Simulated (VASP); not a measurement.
# Si in VASP: a series of runs

Runs on Si. Level: PBEsol. Tasks: single point.

Everything below comes from runs of VASP 6.6.1. Logs are shortened: lines on timing, memory, paths and dates and some standing lists are left out, and cuts for length are marked.

## (1) The cell of the first run

The structure is cubic, space group Fd-3m (No. 227). Conventional cell: a = 5.433 Å, b = 5.433 Å, c = 5.433 Å, α = 90.00°, β = 90.00°, γ = 90.00°. Si (site symmetry -43m) has 4 Si at 2.35 Å within 3.1 Å.

## (2) Single point, PBEsol

Input file INCAR:

```
SYSTEM = Si
PREC = Accurate
ENCUT = 520
EDIFF = 1E-7
ISMEAR = 0
SIGMA = 0.01
LREAL = .False.
LASPH = .True.
NELM = 60
ALGO = Normal
ISIF = 2
LWAVE = .False.
LCHARG = .False.
GGA = PS
NBANDS = 11
```

Input file KPOINTS:

```
regular mesh
0
Gamma
  8 8 8
  0 0 0
```

Input file POSCAR:

```
Si
1.0
    0.0000000000      2.7167280764      2.7167280764
    2.7167280764      0.0000000000      2.7167280764
    2.7167280764      2.7167280764      0.0000000000
Si
2
Direct
    0.2500000000      0.2500000000      0.2500000000
    0.0000000000      0.0000000000      0.0000000000
```

Potentials or basis: VASP PAW PBE potentials, release 64 (Si).

Launch:

```console
> cat potpaw_PBE.64/Si/POTCAR > POTCAR
> mpirun -np 1 vasp_std > vasp.out
```

OUTCAR:

```text
SYSTEM = Si
   PREC = Accurate
   ENCUT = 520
   EDIFF = 1E-7
   ISMEAR = 0
   LREAL = .False.
   LASPH = .True.
   NELM = 60
   ISIF = 2
   GGA = PS

 ion  position               nearest neighbor table
   1  0.250  0.250  0.250-   2 2.35   2 2.35   2 2.35   2 2.35
   2  0.000  0.000  0.000-   1 2.35   1 2.35   1 2.35   1 2.35

  LATTYP: Found a face centered cubic cell.
 ALAT       =     5.4334561528

  Lattice vectors:

 A1 = (   0.0000000000,   2.7167280764,   2.7167280764)
 A2 = (   2.7167280764,   0.0000000000,   2.7167280764)
 A3 = (   2.7167280764,   2.7167280764,   0.0000000000)

Analysis of symmetry for initial positions (statically):
=====================================================================
 Subroutine PRICEL returns:
 Original cell was already a primitive cell.

 Routine SETGRP: Setting up the symmetry group for a
 face centered cubic supercell.

 Subroutine GETGRP returns: Found 48 space group operations
 (whereof 24 operations were pure point group operations)
 out of a pool of 48 trial point group operations.

The static configuration has the point symmetry T_d .
 The point group associated with its full space group is O_h .

Analysis of symmetry for dynamics (positions and initial velocities):
=====================================================================
 Subroutine PRICEL returns:
 Original cell was already a primitive cell.

 Routine SETGRP: Setting up the symmetry group for a
 face centered cubic supercell.

 Subroutine GETGRP returns: Found 48 space group operations
 (whereof 24 operations were pure point group operations)
 out of a pool of 48 trial point group operations.

The dynamic configuration has the point symmetry T_d .
 The point group associated with its full space group is O_h .

 Subroutine INISYM returns: Found 48 space group operations
 (whereof 24 operations are pure point group operations),
 and found     1 'primitive' translations

----------------------------------------------------------------------------------------

                                     Primitive cell

  volume of cell :      40.1022

  direct lattice vectors                    reciprocal lattice vectors
     0.000000000  2.716728076  2.716728076    -0.184044919  0.184044919  0.184044919
     2.716728076  0.000000000  2.716728076     0.184044919 -0.184044919  0.184044919
     2.716728076  2.716728076  0.000000000     0.184044919  0.184044919 -0.184044919

  length of vectors
     3.842033691  3.842033691  3.842033691     0.318775151  0.318775151  0.318775151

  position of ions in fractional coordinates (direct lattice)
     0.250000000  0.250000000  0.250000000
     0.000000000  0.000000000  0.000000000

  ion indices of the primitive-cell ions
   primitive index   ion index
                 1           1
                 2           2

----------------------------------------------------------------------------------------

 KPOINTS: regular mesh

Automatic generation of k-mesh.
 Grid dimensions read from file:
 generate k-points for:    8    8    8

 Generating k-lattice:

  Cartesian coordinates                     Fractional coordinates (reciprocal lattice)
    -0.023005615  0.023005615  0.023005615     0.125000000  0.000000000  0.000000000
     0.023005615 -0.023005615  0.023005615     0.000000000  0.125000000  0.000000000
     0.023005615  0.023005615 -0.023005615     0.000000000  0.000000000  0.125000000

  Length of vectors
     0.039846894  0.039846894  0.039846894

  Shift w.r.t. Gamma in fractional coordinates (k-lattice)
     0.000000000  0.000000000  0.000000000

 Subroutine IBZKPT returns following result:
 ===========================================

 Found     29 irreducible k-points:

 Following reciprocal coordinates:
            Coordinates               Weight
  0.000000  0.000000  0.000000      1.000000
  0.125000  0.000000  0.000000      8.000000
  0.250000  0.000000  0.000000      8.000000
  0.375000  0.000000  0.000000      8.000000
  0.500000  0.000000  0.000000      4.000000
  0.125000  0.125000  0.000000      6.000000
[... 16 lines left out ...]
  0.500000  0.250000  0.125000     48.000000
 -0.375000  0.250000  0.125000     24.000000
 [... further k-points ...]
   k-points           NKPTS =     29   k-points in BZ     NKDIM =     29   number of bands    NBANDS=     11
   number of dos      NEDOS =    301   number of ions     NIONS =      2
   total plane-waves  NPLWV =  27000
   dimension x,y,z NGX =    30 NGY =   30 NGZ =   30
   dimension x,y,z NGXF=    60 NGYF=   60 NGZF=   60
   ions per type =               2
   NGX,Y,Z   is equivalent  to a cutoff of  12.98, 12.98, 12.98 a.u.
   NGXF,Y,Z  is equivalent  to a cutoff of  25.96, 25.96, 25.96 a.u.
 SYSTEM =  Si
   PREC   = accura    normal or accurate (medium, high low for compatibility)
   ISTART =      0    job   : 0-new  1-cont  2-samecut
   ICHARG =      2    charge: 1-file 2-atom 10-const
   ISPIN  =      1    spin polarized calculation?
   LNONCOLLINEAR =      F non collinear calculations
   LSORBIT =      F    spin-orbit coupling
   LASPH  =      T    aspherical Exc in radial PAW
   ENCUT  =  520.0 eV  38.22 Ry    6.18 a.u.   7.14  7.14  7.14*2*pi/ulx,y,z
   NELM   =     60;   NELMIN=  2; NELMDL= -5     # of ELM steps
   EDIFF  = 0.1E-06   stopping-criterion for ELM
   LREAL  =      F    real-space projection
   EDIFFG = 0.1E-05   stopping-criterion for IOM
   NSW    =      0    number of steps for IOM
   IBRION =     -1    ionic relax: 0-MD 1-quasi-New 2-CG
   NFREE  =      0    steps in history (QN), initial steepest desc. (CG)
   ISIF   =      2    stress and relaxation
   ISYM   =      2    0-nonsym 1-usesym 2-fastsym
   POTIM  = 0.5000    time-step for ionic-motion
   TEBEG  =    0.0;   TEEND  =   0.0 temperature during run
   PSTRESS=    0.0 pullay stress
   NELECT =       8.0000    total number of electrons
   NUPDOWN=      -1.0000    fix difference up-down
   EMIN   =  10.00;   EMAX   =-10.00  energy-range for DOS
   EFERMI =   0.00;   METHOD = LEGACY
   ISMEAR =     0;   SIGMA  =   0.01  broadening in eV -4-tet -1-fermi 0-gaus
   EFERMI_NEDOS =   21; number of points for ismear=-14 and -15
   IALGO  =     38    algorithm
   IMIX   =      4    mixing-type and parameters
     AMIX     =   0.40;   BMIX     =  1.00
     AMIX_MAG =   1.60;   BMIX_MAG =  1.00
  volume/ion in A,a.u.               =      20.05       135.31
  Fermi-wavevector in a.u.,A,eV,Ry     =   0.956567  1.807649 12.449605  0.915020
  Thomas-Fermi vector in A             =   2.085507
   LORBIT       =      0    0 simple, 1 ext, 2 COOP (PROOUT), +10 PAW based schemes
   GGA     = PS    functional components
   LHFCALC =     F    Hartree Fock is set to
   AEXX    =    0.0000 exact exchange contribution
   IVDW    =     0    specifies the selected vdW correction
   LEPSILON=     F    determine dielectric tensor
   LRPA    =     F    only Hartree local field effects (RPA)
 non-spin polarized calculation
 Gauss-broadening in eV      SIGMA  =   0.01
  energy-cutoff  :      520.00
  volume of cell :       40.10
 maximum number of plane-waves:      1106
 NGX is ok and might be reduce to    30
   NGX = 15   NGY = 15   NGZ = 15

 number of electron       8.0000000 magnetization

 Free energy of the ion-electron system (eV)
  ---------------------------------------------------
  ext. energy  EPLUGINS =         0.00000000
  ---------------------------------------------------
  free energy    TOTEN  =       -11.48911152 eV

  energy without entropy =      -11.48911152  energy(sigma->0) =      -11.48911152

 E-fermi :   5.8446     XC(G=0):  -9.5470

 val. band max:        5.7763431342   @ k =   0.0000   0.0000   0.0000
 cond. band min:       6.2814018098   @ k =   0.3750   0.3750   0.0000
 fundamental gap:      0.5050586756
 Fermi energy:         5.8445784222

 k-point     1 :       0.0000    0.0000    0.0000
  band No.  band energies     occupation
      1      -6.2039      2.00000
      2       5.7763      2.00000
      3       5.7763      2.00000
      4       5.7763      2.00000
      5       8.2923      0.00000
      6       8.2923      0.00000
      7       8.2923      0.00000
      8       9.0832      0.00000
      9      13.4630      0.00000
     10      13.4630      0.00000
     11      13.4801      0.00000

 k-point     2 :       0.1250    0.0000    0.0000
  band No.  band energies     occupation
      1      -5.9993      2.00000
      2       4.1639      2.00000
      3       5.4842      2.00000
      4       5.4842      2.00000
      5       8.2173      0.00000
      6       8.7197      0.00000
      7       8.7197      0.00000
      8      10.4322      0.00000
      9      12.9588      0.00000
     10      12.9588      0.00000
     11      14.2866      0.00000

 k-point     3 :       0.2500    0.0000    0.0000
  band No.  band energies     occupation
      1      -5.4018      2.00000
      2       1.8266      2.00000
      3       5.0118      2.00000
      4       5.0118      2.00000
      5       7.7320      0.00000
      6       9.2326      0.00000
      7       9.2326      0.00000
      8      12.6120      0.00000
      9      12.9058      0.00000
     10      12.9058      0.00000
     11      14.5547      0.00000
[... 267 lines left out ...]
 k-point    23 :       0.5000    0.2500    0.1250
  band No.  band energies     occupation
      1      -3.9778      2.00000
      2      -0.0809      2.00000
      3       2.4183      2.00000
      4       3.8274      2.00000
      5       8.5722      0.00000
      6       9.2546      0.00000
      7      10.7123      0.00000
      8      11.6567      0.00000
      9      14.7290      0.00000
     10      15.4100      0.00000
     11      17.6268      0.00000

 k-point    24 :      -0.3750    0.2500    0.1250
  band No.  band energies     occupation
      1      -3.3186      2.00000
      2      -1.0351      2.00000
      3       2.2909      2.00000
      4       3.5949      2.00000
      5       8.7735      0.00000
      6       8.8134      0.00000
      7      11.6322      0.00000
      8      12.8091      0.00000
      9      13.0957      0.00000
     10      16.2562      0.00000
     11      17.3898      0.00000

 [... further k-points ...]

------------------------ aborting loop because EDIFF is reached ----------------------------------------

  FORCE on cell =-STRESS in cart. coord.  units (eV):
  Direction    XX          YY          ZZ          XY          YZ          ZX
  --------------------------------------------------------------------------------------
  -------------------------------------------------------------------------------------
  Total        0.0309435      0.0309435      0.0309435      0.0000000      0.0000000      0.0000000
  in kB        1.2362641      1.2362641      1.2362641      0.0000000      0.0000000      0.0000000
  external PRESSURE =       1.2362641 kB  Pullay stress =       0.0000000 kB

 VOLUME and BASIS-vectors are now :
 -----------------------------------------------------------------------------
  energy-cutoff  :      520.00
  volume of cell :       40.10
      direct lattice vectors                 reciprocal lattice vectors
     0.000000000  2.716728076  2.716728076    -0.184044919  0.184044919  0.184044919
     2.716728076  0.000000000  2.716728076     0.184044919 -0.184044919  0.184044919
     2.716728076  2.716728076  0.000000000     0.184044919  0.184044919 -0.184044919

 POSITION                                       TOTAL-FORCE (eV/Angst)
 -----------------------------------------------------------------------------------
      1.35836      1.35836      1.35836         0.000000      0.000000      0.000000
      0.00000      0.00000      0.00000        -0.000000     -0.000000     -0.000000
 -----------------------------------------------------------------------------------
    total drift:                               -0.000000     -0.000000     -0.000000

  FREE ENERGIE OF THE ION-ELECTRON SYSTEM (eV)
  ---------------------------------------------------
  free  energy   TOTEN  =       -11.4891115234 eV

  energy  without entropy=      -11.4891115234  energy(sigma->0) =      -11.48911152
```

Wall time 7.9 s (1 thread of Intel Xeon 6975P-C (Granite Rapids), shared host); peak memory 0.15 GiB.

Results:

- Free energy: -11.4891 eV
- Pressure: 0.1 GPa
- Band gap on the k mesh: 0.51 eV, indirect (least direct gap 2.52 eV)

Caveat: the PAW data sets were made with another functional, which shifts forces and pressure a little. Expect the measured gap to be larger: semilocal functionals such as PBEsol lack the derivative discontinuity.

## (3) Single point, PBEsol

Input file INCAR:

```
  PREC = Accurate
  ENCUT = 520
  EDIFF = 1E-7
  ISMEAR = 0
  SIGMA = 0.01
  LREAL = False
  LASPH = True
  NELM = 60
  ALGO = Normal
  ISIF = 2
  LWAVE = False
  LCHARG = False
  GGA = PS
  NBANDS = 11
```

Input file KPOINTS:

```
Automatic mesh
0
Gamma
  8 8 8
```

POSCAR is that of step 2.

Potentials or basis: VASP PAW PBE potentials, release 64 (Si).

Launch:

```console
> cat potpaw_PBE.64/Si/POTCAR > POTCAR
> mpirun -np 1 vasp_std > vasp.out
```

Run time: 7.3 s. Hardware: 1 thread of Intel Xeon 6975P-C (Granite Rapids), shared host; peak memory 0.15 GiB.

The run converged. Its results:

* Free energy: -11.4891 eV
* Pressure: 0.1 GPa
* Band gap on the k mesh: 0.51 eV, indirect (least direct gap 2.52 eV)

Levels at points of the mesh, in eV from the valence-band top:
```csv
k point,band 1,band 2,band 3,band 4,band 5,band 6,band 7,band 8,band 9
"(0.00, 0.00, 0.00)",-11.98,0.00,0.00,0.00,2.52,2.52,2.52,3.31,7.69
"(0.50, 0.00, 0.00)",-9.63,-7.01,-1.20,-1.20,1.46,3.27,3.27,7.51,10.51
"(0.50, 0.50, 0.00)",-7.82,-7.82,-2.87,-2.87,0.59,0.59,10.05,10.05,10.93
```

Caveat: the PAW data sets were made with another functional, which shifts forces and pressure a little. A k mesh can miss the band edges.

(Part 1 of 2 ends here.)
